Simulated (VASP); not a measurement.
# SnSe2 (P-3m1) in VASP: a series of runs

The runs below take SnSe2 through single point, relaxation of cell and atoms, with PBE+D3(BJ).

Program: VASP 6.6.1. These are calculated values, not measurements. Logs are shortened: lines on timing, memory, paths and dates and some standing lists are left out, and cuts for length are marked.

## Step 1: The cell of the first run

Symmetry: P-3m1, No. 164, trigonal system. Conventional cell: a = 3.778 Å, b = 3.778 Å, c = 5.552 Å, α = 90.00°, β = 90.00°, γ = 120.00°. Within 3.6 Å of Sn (site symmetry -3m) lie 6 Se at 2.70 Å. Within 3.6 Å of Se (site symmetry 3m) lie 3 Sn at 2.70 Å and 3 Se at 3.22 Å.

## Step 2: Single point, PBE+D3(BJ)

INCAR

```
SYSTEM = SnSe2
ALGO = Normal
EDIFF = 1E-6
ENCUT = 520
GGA = PE
ISIF = 2
ISMEAR = 0
IVDW = 12
LASPH = .TRUE.
LCHARG = .FALSE.
LREAL = .FALSE.
LWAVE = .FALSE.
NBANDS = 20
NELM = 100
PREC = Accurate
SIGMA = 0.1
```

KPOINTS

```
k-points
0
G
  15 15 8
  0 0 0
```

POSCAR

```
SnSe2
1.0
    3.7780187316      0.0000000000      0.0000000000
   -1.8890093658      3.2718601976      0.0000000000
    0.0000000000      0.0000000000      5.5518039226
Sn Se
1 2
Direct
    0.0000000000      0.0000000000      0.0000000000
    0.3333333333      0.6666666667      0.2861137762
    0.6666666667      0.3333333333      0.7138862238
```

Potentials or basis: VASP PAW PBE potentials, release 64 (Sn_d, Se).

Launch:

```bash
$ cat potpaw_PBE.64/Sn_d/POTCAR potpaw_PBE.64/Se/POTCAR > POTCAR
$ mpirun -np 1 vasp_std > vasp.out
```

OUTCAR:

```text
SYSTEM = SnSe2
   EDIFF = 1E-6
   ENCUT = 520
   GGA = PE
   ISIF = 2
   ISMEAR = 0
   IVDW = 12
   LASPH = .TRUE.
   LREAL = .FALSE.
   NELM = 100
   PREC = Accurate
 IVDW          = 12

 ion  position               nearest neighbor table
   1  0.000  0.000  0.000-   2 2.70   3 2.70   3 2.70   2 2.70   3 2.70   2 2.70
   2  0.333  0.667  0.286-   1 2.70   1 2.70   1 2.70
   3  0.667  0.333  0.714-   1 2.70   1 2.70   1 2.70

  LATTYP: Found a hexagonal cell.
 ALAT       =     3.7780187316
 C/A-ratio  =     1.4695014284

  Lattice vectors:

 A1 = (   3.7780187316,   0.0000000000,   0.0000000000)
 A2 = (  -1.8890093658,   3.2718601976,   0.0000000000)
 A3 = (   0.0000000000,   0.0000000000,   5.5518039226)

Analysis of symmetry for initial positions (statically):
=====================================================================
 Subroutine PRICEL returns:
 Original cell was already a primitive cell.

 Routine SETGRP: Setting up the symmetry group for a
 hexagonal supercell.

 Subroutine GETGRP returns: Found 12 space group operations
 (whereof 12 operations were pure point group operations)
 out of a pool of 24 trial point group operations.

The static configuration has the point symmetry D_3d.

Analysis of symmetry for dynamics (positions and initial velocities):
=====================================================================
 Subroutine PRICEL returns:
 Original cell was already a primitive cell.

 Routine SETGRP: Setting up the symmetry group for a
 hexagonal supercell.

 Subroutine GETGRP returns: Found 12 space group operations
 (whereof 12 operations were pure point group operations)
 out of a pool of 24 trial point group operations.

The dynamic configuration has the point symmetry D_3d.

 Subroutine INISYM returns: Found 12 space group operations
 (whereof 12 operations are pure point group operations),
 and found     1 'primitive' translations

----------------------------------------------------------------------------------------

                                     Primitive cell

  volume of cell :      68.6267

  direct lattice vectors                    reciprocal lattice vectors
     3.778018732  0.000000000  0.000000000     0.264689000  0.152818265  0.000000000
    -1.889009366  3.271860198  0.000000000     0.000000000  0.305636531  0.000000000
     0.000000000  0.000000000  5.551803923     0.000000000  0.000000000  0.180121635

  length of vectors
     3.778018732  3.778018732  5.551803923     0.305636531  0.305636531  0.180121635

  position of ions in fractional coordinates (direct lattice)
     0.000000000  0.000000000  0.000000000
     0.333333333  0.666666667  0.286113776
     0.666666667  0.333333333  0.713886224

  ion indices of the primitive-cell ions
   primitive index   ion index
                 1           1
                 2           2
                 3           3

----------------------------------------------------------------------------------------

 KPOINTS: k-points

Automatic generation of k-mesh.
 Grid dimensions read from file:
 generate k-points for:   15   15    8

 Generating k-lattice:

  Cartesian coordinates                     Fractional coordinates (reciprocal lattice)
     0.017645933  0.010187884  0.000000000     0.066666667  0.000000000  0.000000000
     0.000000000  0.020375769  0.000000000     0.000000000  0.066666667  0.000000000
     0.000000000  0.000000000  0.022515204     0.000000000  0.000000000  0.125000000

  Length of vectors
     0.020375769  0.020375769  0.022515204

  Shift w.r.t. Gamma in fractional coordinates (k-lattice)
     0.000000000  0.000000000  0.000000000

 Subroutine IBZKPT returns following result:
 ===========================================

 Found    192 irreducible k-points:

 Following reciprocal coordinates:
            Coordinates               Weight
  0.000000  0.000000  0.000000      1.000000
  0.066667  0.000000  0.000000      6.000000
  0.133333  0.000000  0.000000      6.000000
  0.200000  0.000000  0.000000      6.000000
  0.266667  0.000000  0.000000      6.000000
  0.333333  0.000000  0.000000      6.000000
[... 16 lines left out ...]
  0.333333  0.200000  0.000000     12.000000
  0.400000  0.200000  0.000000      6.000000
 [... further k-points ...]
   k-points           NKPTS =    192   k-points in BZ     NKDIM =    192   number of bands    NBANDS=     20
   number of dos      NEDOS =    301   number of ions     NIONS =      3
   total plane-waves  NPLWV =  32928
   dimension x,y,z NGX =    28 NGY =   28 NGZ =   42
   dimension x,y,z NGXF=    56 NGYF=   56 NGZF=   84
   ions per type =               1   2
   NGX,Y,Z   is equivalent  to a cutoff of  12.32, 12.32, 12.58 a.u.
   NGXF,Y,Z  is equivalent  to a cutoff of  24.64, 24.64, 25.15 a.u.
 SYSTEM =  SnSe2
   PREC   = accura    normal or accurate (medium, high low for compatibility)
   ISTART =      0    job   : 0-new  1-cont  2-samecut
   ICHARG =      2    charge: 1-file 2-atom 10-const
   ISPIN  =      1    spin polarized calculation?
   LNONCOLLINEAR =      F non collinear calculations
   LSORBIT =      F    spin-orbit coupling
   LASPH  =      T    aspherical Exc in radial PAW
   ENCUT  =  520.0 eV  38.22 Ry    6.18 a.u.   7.02  7.02 10.32*2*pi/ulx,y,z
   NELM   =    100;   NELMIN=  2; NELMDL= -5     # of ELM steps
   EDIFF  = 0.1E-05   stopping-criterion for ELM
   LREAL  =      F    real-space projection
   EDIFFG = 0.1E-04   stopping-criterion for IOM
   NSW    =      0    number of steps for IOM
   IBRION =     -1    ionic relax: 0-MD 1-quasi-New 2-CG
   NFREE  =      0    steps in history (QN), initial steepest desc. (CG)
   ISIF   =      2    stress and relaxation
   ISYM   =      2    0-nonsym 1-usesym 2-fastsym
   POTIM  = 0.5000    time-step for ionic-motion
   TEBEG  =    0.0;   TEEND  =   0.0 temperature during run
   PSTRESS=    0.0 pullay stress
   NELECT =      26.0000    total number of electrons
   NUPDOWN=      -1.0000    fix difference up-down
   EMIN   =  10.00;   EMAX   =-10.00  energy-range for DOS
   EFERMI =   0.00;   METHOD = LEGACY
   ISMEAR =     0;   SIGMA  =   0.10  broadening in eV -4-tet -1-fermi 0-gaus
   EFERMI_NEDOS =   21; number of points for ismear=-14 and -15
   IALGO  =     38    algorithm
   IMIX   =      4    mixing-type and parameters
     AMIX     =   0.40;   BMIX     =  1.00
     AMIX_MAG =   1.60;   BMIX_MAG =  1.00
  volume/ion in A,a.u.               =      22.88       154.37
  Fermi-wavevector in a.u.,A,eV,Ry     =   1.184591  2.238552 19.092443  1.403255
  Thomas-Fermi vector in A             =   2.320802
   LORBIT       =      0    0 simple, 1 ext, 2 COOP (PROOUT), +10 PAW based schemes
   GGA     = PE    functional components
   LHFCALC =     F    Hartree Fock is set to
   AEXX    =    0.0000 exact exchange contribution
   IVDW    =    12    specifies the selected vdW correction
   LEPSILON=     F    determine dielectric tensor
   LRPA    =     F    only Hartree local field effects (RPA)
 non-spin polarized calculation
 Gauss-broadening in eV      SIGMA  =   0.10
  energy-cutoff  :      520.00
  volume of cell :       68.63
 maximum number of plane-waves:      1875
   NGX = 15   NGY = 15   NGZ = 21

 number of electron      25.9999991 magnetization

 Free energy of the ion-electron system (eV)
  ---------------------------------------------------
  ext. energy  EPLUGINS =         0.00000000
  ---------------------------------------------------
  free energy    TOTEN  =       -11.55770033 eV

  energy without entropy =      -11.55562826  energy(sigma->0) =      -11.55666429

 E-fermi :   6.1017     XC(G=0): -10.1604

 val. band max:        6.0905056345   @ k =   0.0000   0.3333   0.3750
 cond. band min:       6.1091222392   @ k =   0.1333   0.0000   0.0000
 fundamental gap:      0.0186166047
 Fermi energy:         6.1017124067

 k-point     1 :       0.0000    0.0000    0.0000
  band No.  band energies     occupation
      1     -15.7130      2.00000
      2     -15.7130      2.00000
      3     -15.6741      2.00000
      4     -15.6589      2.00000
      5     -15.6589      2.00000
      6      -8.8033      2.00000
[... 12 lines left out ...]
     19      14.8380      0.00000
     20      14.8383      0.00000

 k-point     2 :       0.0667    0.0000    0.0000
  band No.  band energies     occupation
      1     -15.7150      2.00000
      2     -15.7111      2.00000
      3     -15.6728      2.00000
      4     -15.6603      2.00000
      5     -15.6588      2.00000
      6      -8.7572      2.00000
[... 12 lines left out ...]
     19      13.9812      0.00000
     20      14.7703      0.00000

 k-point     3 :       0.1333    0.0000    0.0000
  band No.  band energies     occupation
      1     -15.7213      2.00000
      2     -15.7061      2.00000
      3     -15.6693      2.00000
      4     -15.6631      2.00000
      5     -15.6580      2.00000
      6      -8.6204      2.00000
[... 12 lines left out ...]
     19      13.5670      0.00000
     20      14.6202      0.00000

 k-point     4 :       0.2000    0.0000    0.0000
  band No.  band energies     occupation
      1     -15.7314      2.00000
      2     -15.6997      2.00000
      3     -15.6704      2.00000
      4     -15.6603      2.00000
      5     -15.6558      2.00000
      6      -8.3983      2.00000
[... 12 lines left out ...]
     19      13.4155      0.00000
     20      14.7388      0.00000

 k-point     5 :       0.2667    0.0000    0.0000
  band No.  band energies     occupation
      1     -15.7437      2.00000
      2     -15.6944      2.00000
      3     -15.6752      2.00000
      4     -15.6527      2.00000
      5     -15.6513      2.00000
      6      -8.1017      2.00000
[... 12 lines left out ...]
     19      13.8189      0.00000
     20      15.2533      0.00000
[... 353 lines left out ...]
      6      -7.6685      2.00000
[... 12 lines left out ...]
     19      12.1067      0.00000
     20      16.5287      0.00000

 k-point    22 :       0.2667    0.2000    0.0000
  band No.  band energies     occupation
      1     -15.7502      2.00000
      2     -15.7049      2.00000
      3     -15.6722      2.00000
      4     -15.6545      2.00000
      5     -15.6353      2.00000
      6      -7.3257      2.00000
[... 12 lines left out ...]
     19      12.8732      0.00000
     20      16.7630      0.00000

 k-point    23 :       0.3333    0.2000    0.0000
  band No.  band energies     occupation
      1     -15.7526      2.00000
      2     -15.7074      2.00000
      3     -15.6727      2.00000
      4     -15.6487      2.00000
      5     -15.6357      2.00000
      6      -7.0014      2.00000
[... 12 lines left out ...]
     19      14.0236      0.00000
     20      16.6596      0.00000

 k-point    24 :       0.4000    0.2000    0.0000
  band No.  band energies     occupation
      1     -15.7534      2.00000
      2     -15.7084      2.00000
      3     -15.6730      2.00000
      4     -15.6450      2.00000
      5     -15.6373      2.00000
      6      -6.8331      2.00000
[... 12 lines left out ...]
     19      14.9028      0.00000
     20      16.0561      0.00000

 [... further k-points ...]

------------------------ aborting loop because EDIFF is reached ----------------------------------------

 Edisp (eV)   -1.22877

 E8    (eV) :    -0.5382

  FORCE on cell =-STRESS in cart. coord.  units (eV):
  Direction    XX          YY          ZZ          XY          YZ          ZX
  --------------------------------------------------------------------------------------
  -------------------------------------------------------------------------------------
  Total       2.22999     2.22999     2.23729     0.00000    -0.00000     0.00000
  in kB      52.06202    52.06202    52.23248     0.00000    -0.00000     0.00000
  external pressure =       52.12 kB  Pullay stress =        0.00 kB

 VOLUME and BASIS-vectors are now :
 -----------------------------------------------------------------------------
  energy-cutoff  :      520.00
  volume of cell :       68.63
      direct lattice vectors                 reciprocal lattice vectors
     3.778018732  0.000000000  0.000000000     0.264689000  0.152818265  0.000000000
    -1.889009366  3.271860198  0.000000000     0.000000000  0.305636531  0.000000000
     0.000000000  0.000000000  5.551803923     0.000000000  0.000000000  0.180121635

 POSITION                                       TOTAL-FORCE (eV/Angst)
 -----------------------------------------------------------------------------------
      0.00000      0.00000      0.00000         0.000000      0.000000      0.000000
     -0.00000      2.18124      1.58845        -0.000000      0.000000      0.018494
      1.88901      1.09062      3.96336         0.000000     -0.000000     -0.018494
 -----------------------------------------------------------------------------------
    total drift:                                0.000000      0.000000     -0.000000

  FREE ENERGIE OF THE ION-ELECTRON SYSTEM (eV)
  ---------------------------------------------------
  free  energy   TOTEN  =       -12.7864702401 eV

  energy  without entropy=      -12.7843981694  energy(sigma->0) =      -12.78543420
```

It took 1.7 min on 1 thread of AMD EPYC 9R45 (Zen 5), shared host; peak memory 0.34 GiB.

What came out:

| Item | Value |
| --- | --- |
| Free energy | -12.7865 eV |
| Pressure | 5.2 GPa |
| Largest force | 0.018 eV/Å |
| Band gap on the k mesh | zero (bands 13 and 14 overlap by 0.23 eV) |
| Dispersion energy per atom | -0.410 eV |

Forces in eV/Å, atoms in the order of the input:
```
Sn   0.000  0.000  0.000
Se   0.000  0.000  0.018
Se   0.000  0.000 -0.018
```

Caveat: the cell stands under pressure; semilocal functionals underestimate gaps, and a narrow one can read as zero; spin-orbit coupling is left out, which moves the levels of the heavy elements.

(Part 1 of 2 ends here.)

The gap in the log of VASP goes by the Fermi energy; the results here count the filled bands.